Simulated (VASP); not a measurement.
Runs of VASP 6.6.1 on BaTiO3. The structure is that of space group Pm-3m (No. 221), or close to it. The cells are those of the table. 

| task | cell | gap on the mesh (eV) | pressure (GPa) |
| --- | --- | --- | --- |
| electric field gradients | a = 3.925 Å, 5 atoms | 1.76 | (c) |
| electric field gradients | a = 4.060 Å, 5 atoms | 1.58 | (b) |
| single point | a = 4.007 Å, angles 90.6°, 5 atoms | 1.60 | -7.4 |
| single point | a = 4.086 Å, 5 atoms | 1.54 | (a) |

Alike in all rows: level LDA; potentials or basis VASP PAW LDA potentials, release 64 (Ba_sv, Ti_sv, O); no spin polarisation; k mesh 8 × 8 × 8; cutoff (eV) 520; smearing fermi-dirac 0.05 eV.

Fill in the values left out.

(a) -15.6; (b) -13.1; (c) 4.0.

Caveats: spin-orbit coupling is left out, which moves the levels of the heavy elements.

A k mesh can miss the band edges, and the runs leave out spin-orbit coupling on Ba.
